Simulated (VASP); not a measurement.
# IrS (P6_3/mmc) in VASP: notebook, part 2 of 2

VASP 6.6.1. Earlier steps stand in the parts before.

## (3) Single point, PBEsol (14.21 Å³/atom)

This run uses another cell than the first one, of 14.21 Å³/atom.

The input, INCAR:

```
  PREC = Accurate
  ENCUT = 500
  EDIFF = 1E-6
  ISMEAR = 0
  SIGMA = 0.05
  LREAL = F
  LASPH = T
  NELM = 120
  ALGO = Normal
  ISIF = 2
  LWAVE = F
  LCHARG = F
  GGA = PS
  NBANDS = 31
  GGA_COMPAT = F
```

The input, KPOINTS:

```
Automatic mesh
0
Gamma
  10 10 6
```

The input, POSCAR:

```
IrS
1.0
    3.4869690467      0.0000000000      0.0000000000
   -1.7434845233      3.0198037767      0.0000000000
    0.0000000000      0.0000000000      5.3965233303
Ir S
2 2
Direct
    0.0000000000      0.0000000000      0.0000000000
    0.0000000000      0.0000000000      0.5000000000
    0.3333333333      0.6666666667      0.2500000000
    0.6666666667      0.3333333333      0.7500000000
```

Potentials or basis: VASP PAW PBE potentials, release 64 (Ir_sv_GW, S).

Launch:

```console
> cat potpaw_PBE.64/Ir_sv_GW/POTCAR potpaw_PBE.64/S/POTCAR > POTCAR
> mpirun -np 1 vasp_std > vasp.out
```

OUTCAR:

```text
PREC = Accurate
   ENCUT = 500
   EDIFF = 1E-6
   ISMEAR = 0
   LREAL = F
   LASPH = T
   NELM = 120
   ISIF = 2
   GGA = PS

 ion  position               nearest neighbor table
   1  0.000  0.000  0.000-   3 2.42   4 2.42   4 2.42   3 2.42   4 2.42   3 2.42   2 2.70   2 2.70

   2  0.000  0.000  0.500-   3 2.42   4 2.42   4 2.42   3 2.42   4 2.42   3 2.42   1 2.70   1 2.70

   3  0.333  0.667  0.250-   1 2.42   2 2.42   1 2.42   2 2.42   1 2.42   2 2.42
   4  0.667  0.333  0.750-   1 2.42   2 2.42   1 2.42   2 2.42   1 2.42   2 2.42

  LATTYP: Found a hexagonal cell.
 ALAT       =     3.4869690467
 C/A-ratio  =     1.5476258200

  Lattice vectors:

 A1 = (   3.4869690467,   0.0000000000,   0.0000000000)
 A2 = (  -1.7434845233,   3.0198037767,   0.0000000000)
 A3 = (   0.0000000000,   0.0000000000,   5.3965233303)

Analysis of symmetry for initial positions (statically):
=====================================================================
 Subroutine PRICEL returns:
 Original cell was already a primitive cell.

 Routine SETGRP: Setting up the symmetry group for a
 hexagonal supercell.

 Subroutine GETGRP returns: Found 24 space group operations
 (whereof 12 operations were pure point group operations)
 out of a pool of 24 trial point group operations.

The static configuration has the point symmetry D_3d.
 The point group associated with its full space group is D_6h.

Analysis of symmetry for dynamics (positions and initial velocities):
=====================================================================
 Subroutine PRICEL returns:
 Original cell was already a primitive cell.

 Routine SETGRP: Setting up the symmetry group for a
 hexagonal supercell.

 Subroutine GETGRP returns: Found 24 space group operations
 (whereof 12 operations were pure point group operations)
 out of a pool of 24 trial point group operations.

The dynamic configuration has the point symmetry D_3d.
 The point group associated with its full space group is D_6h.

 Subroutine INISYM returns: Found 24 space group operations
 (whereof 12 operations are pure point group operations),
 and found     1 'primitive' translations

----------------------------------------------------------------------------------------

                                     Primitive cell

  volume of cell :      56.8252

  direct lattice vectors                    reciprocal lattice vectors
     3.486969047  0.000000000  0.000000000     0.286782012  0.165573672  0.000000000
    -1.743484523  3.019803777  0.000000000     0.000000000  0.331147344  0.000000000
     0.000000000  0.000000000  5.396523330     0.000000000  0.000000000  0.185304489

  length of vectors
     3.486969047  3.486969047  5.396523330     0.331147344  0.331147344  0.185304489

  position of ions in fractional coordinates (direct lattice)
     0.000000000  0.000000000  0.000000000
     0.000000000  0.000000000  0.500000000
     0.333333333  0.666666667  0.250000000
     0.666666667  0.333333333  0.750000000

  ion indices of the primitive-cell ions
[... 25 lines left out ...]
     0.000000000  0.000000000  0.000000000

 Subroutine IBZKPT returns following result:
 ===========================================

 Found     56 irreducible k-points:

 Following reciprocal coordinates:
            Coordinates               Weight
  0.000000  0.000000  0.000000      1.000000
  0.100000  0.000000  0.000000      6.000000
  0.200000  0.000000  0.000000      6.000000
  0.300000 -0.000000  0.000000      6.000000
  0.400000 -0.000000  0.000000      6.000000
  0.500000 -0.000000  0.000000      3.000000
[... 16 lines left out ...]
  0.300000  0.100000  0.166667     24.000000
  0.400000  0.100000  0.166667     24.000000
 [... further k-points ...]
   k-points           NKPTS =     56   k-points in BZ     NKDIM =     56   number of bands    NBANDS=     31
   number of dos      NEDOS =    301   number of ions     NIONS =      4
   total plane-waves  NPLWV =  31360
   dimension x,y,z NGX =    28 NGY =   28 NGZ =   40
   dimension x,y,z NGXF=    56 NGYF=   56 NGZF=   80
   ions per type =               2   2
   NGX,Y,Z   is equivalent  to a cutoff of  13.35, 13.35, 12.32 a.u.
   NGXF,Y,Z  is equivalent  to a cutoff of  26.70, 26.70, 24.64 a.u.
 SYSTEM =  unknown system
   PREC   = accura    normal or accurate (medium, high low for compatibility)
   ISTART =      0    job   : 0-new  1-cont  2-samecut
   ICHARG =      2    charge: 1-file 2-atom 10-const
   ISPIN  =      1    spin polarized calculation?
   LNONCOLLINEAR =      F non collinear calculations
   LSORBIT =      F    spin-orbit coupling
   LASPH  =      T    aspherical Exc in radial PAW
   ENCUT  =  500.0 eV  36.75 Ry    6.06 a.u.   6.36  6.36  9.84*2*pi/ulx,y,z
   NELM   =    120;   NELMIN=  2; NELMDL= -5     # of ELM steps
   EDIFF  = 0.1E-05   stopping-criterion for ELM
   LREAL  =      F    real-space projection
   EDIFFG = 0.1E-04   stopping-criterion for IOM
   NSW    =      0    number of steps for IOM
   IBRION =     -1    ionic relax: 0-MD 1-quasi-New 2-CG
   NFREE  =      0    steps in history (QN), initial steepest desc. (CG)
   ISIF   =      2    stress and relaxation
   ISYM   =      2    0-nonsym 1-usesym 2-fastsym
   POTIM  = 0.5000    time-step for ionic-motion
   TEBEG  =    0.0;   TEEND  =   0.0 temperature during run
   PSTRESS=    0.0 pullay stress
   NELECT =      46.0000    total number of electrons
   NUPDOWN=      -1.0000    fix difference up-down
   EMIN   =  10.00;   EMAX   =-10.00  energy-range for DOS
   EFERMI =   0.00;   METHOD = LEGACY
   ISMEAR =     0;   SIGMA  =   0.05  broadening in eV -4-tet -1-fermi 0-gaus
   EFERMI_NEDOS =   21; number of points for ismear=-14 and -15
   IALGO  =     38    algorithm
   IMIX   =      4    mixing-type and parameters
     AMIX     =   0.40;   BMIX     =  1.00
     AMIX_MAG =   1.60;   BMIX_MAG =  1.00
  volume/ion in A,a.u.               =      14.21        95.87
  Fermi-wavevector in a.u.,A,eV,Ry     =   1.525740  2.883230 31.672758  2.327882
  Thomas-Fermi vector in A             =   2.633869
   LORBIT       =      0    0 simple, 1 ext, 2 COOP (PROOUT), +10 PAW based schemes
   GGA     = PS    functional components
   LHFCALC =     F    Hartree Fock is set to
   AEXX    =    0.0000 exact exchange contribution
   IVDW    =     0    specifies the selected vdW correction
   LEPSILON=     F    determine dielectric tensor
   LRPA    =     F    only Hartree local field effects (RPA)
 non-spin polarized calculation
 Gauss-broadening in eV      SIGMA  =   0.05
  energy-cutoff  :      500.00
  volume of cell :       56.83
 maximum number of plane-waves:      1459
 NGX is ok and might be reduce to    28
   NGX = 13   NGY = 13   NGZ = 19

 number of electron      45.9999998 magnetization

 Free energy of the ion-electron system (eV)
  ---------------------------------------------------
  ext. energy  EPLUGINS =         0.00000000
  ---------------------------------------------------
  free energy    TOTEN  =       -28.92160769 eV

  energy without entropy =      -28.91765185  energy(sigma->0) =      -28.91962977

 E-fermi :  11.5603     XC(G=0): -13.0320

 val. band max:       11.5391162887   @ k =   0.3000  -0.0000   0.3333
 cond. band min:      11.5676462218   @ k =   0.3000   0.1000   0.5000
 fundamental gap:      0.0285299330
 Fermi energy:        11.5603074232

 k-point     1 :       0.0000    0.0000    0.0000
  band No.  band energies     occupation
      1     -81.0841      2.00000
      2     -81.0589      2.00000
      3     -38.4038      2.00000
      4     -37.9264      2.00000
      5     -37.9026      2.00000
      6     -37.9026      2.00000
[... 805 lines left out ...]
     30      19.1571      0.00000
     31      19.8336      0.00000

 [... further k-points ...]

------------------------ aborting loop because EDIFF is reached ----------------------------------------

  FORCE on cell =-STRESS in cart. coord.  units (eV):
  Direction    XX          YY          ZZ          XY          YZ          ZX
  --------------------------------------------------------------------------------------
  -------------------------------------------------------------------------------------
  Total        2.8030954      2.8030954      2.7904783      0.0000000      0.0000000     -0.0000000
  in kB       79.0328396     79.0328396     78.6771018      0.0000000      0.0000000     -0.0000000
  external PRESSURE =      78.9142603 kB  Pullay stress =       0.0000000 kB

 VOLUME and BASIS-vectors are now :
 -----------------------------------------------------------------------------
  energy-cutoff  :      500.00
  volume of cell :       56.83
      direct lattice vectors                 reciprocal lattice vectors
     3.486969047  0.000000000  0.000000000     0.286782012  0.165573672  0.000000000
    -1.743484523  3.019803777  0.000000000     0.000000000  0.331147344  0.000000000
     0.000000000  0.000000000  5.396523330     0.000000000  0.000000000  0.185304489

 POSITION                                       TOTAL-FORCE (eV/Angst)
 -----------------------------------------------------------------------------------
      0.00000      0.00000      0.00000        -0.000000      0.000000      0.000000
      0.00000      0.00000      2.69826        -0.000000      0.000000      0.000000
     -0.00000      2.01320      1.34913        -0.000000     -0.000000      0.000000
      1.74348      1.00660      4.04739         0.000000      0.000000     -0.000000
 -----------------------------------------------------------------------------------
    total drift:                               -0.000000      0.000000      0.000000

  FREE ENERGIE OF THE ION-ELECTRON SYSTEM (eV)
  ---------------------------------------------------
  free  energy   TOTEN  =       -28.9216076891 eV

  energy  without entropy=      -28.9176518503  energy(sigma->0) =      -28.91962977
```

stdout:

```text
POSCAR found type information on POSCAR IrS
 POSCAR found :  2 types and       4 ions
 scaLAPACK will be used
 -----------------------------------------------------------------------------
|                                                                             |
|                                                                             |
|     You enforced a specific xc type in the INCAR file but a different       |
|     I HOPE YOU KNOW WHAT YOU ARE DOING!                                     |
|                                                                             |
 -----------------------------------------------------------------------------

 LDA part: xc-table for (Slater+PW92), standard interpolation
 POSCAR, INCAR and KPOINTS ok, starting setup
 FFT: planning ... GRIDC
 FFT: planning ... GRID_SOFT
 FFT: planning ... GRID
 WAVECAR not read
 entering main loop
```

Run time: 81 s. Hardware: 1 thread of AMD EPYC 7R43 (Zen 3), shared host; peak memory 0.18 GiB.

Results:

```yaml
Free_energy: -28.9216 eV
Pressure: 7.9 GPa
Band_gap_on_the_k_mesh: zero (bands 23 and 24 overlap by 1.69 eV)
```

Caveat: the cell stands under pressure; the PAW data sets were made with another functional, which shifts forces and pressure a little; spin-orbit coupling is left out, which moves the levels of the heavy elements.
